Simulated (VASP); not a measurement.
Set up this calculation in VASP 6.6.1, as the native input.

```yaml
Task: single point
Functional: PBEsol
Potentials_or_basis: VASP PAW PBE potentials, release 64 (Cd_sv_GW, F)
Cutoff: 700 eV
k_mesh: 8 × 8 × 8
Occupations: gaussian, width 0.05 eV
Spin: no spin polarisation
Dipole_correction: no
Further_INCAR_settings: ALGO = Normal; EDIFF = 1e-06; NBANDS = 24
```

The structure of CdF2 lies in POSCAR:

```
CdF2
1.0
    0.0000000000      2.6357761249      2.5835877577
    2.6357761249      0.0000000000      2.5835877577
    2.6357761249      2.6357761249      0.0000000000
Cd F
1 2
Direct
    0.0000000000      0.0000000000      0.0000000000
    0.2500000000      0.2500000000      0.2500000000
    0.7500000000      0.7500000000      0.7500000000
```

One way to write it, as run:

INCAR

```
ALGO = Normal
EDIFF = 1E-6
ENCUT = 700
GGA = PS
GGA_COMPAT = F
ISIF = 2
ISMEAR = 0
LASPH = T
LCHARG = T
LELF = T
LREAL = F
LVHAR = T
LWAVE = F
NBANDS = 24
NELM = 120
PREC = Accurate
SIGMA = 0.05
```

KPOINTS

```
k-points
0
Gamma
  8 8 8
```

Potentials or basis: VASP PAW PBE potentials, release 64 (Cd_sv_GW, F).

The run is started by

```bash
$ cat potpaw_PBE.64/Cd_sv_GW/POTCAR potpaw_PBE.64/F/POTCAR > POTCAR
$ mpirun -np 1 vasp_std > vasp.out
```

Results of the run:

| Quantity | Value |
| --- | --- |
| Pressure | 10.7 GPa |
| Band gap on the k mesh | 3.21 eV (least direct gap 3.56 eV) |

Caveat: the cell stands under pressure; the PAW data sets were made with another functional, which shifts forces and pressure a little.

Wall time 37 s on 1 thread of Intel(R) Xeon(R) Platinum 8488C (Sapphire Rapids), with other jobs on the host, peak memory 0.24 GiB.
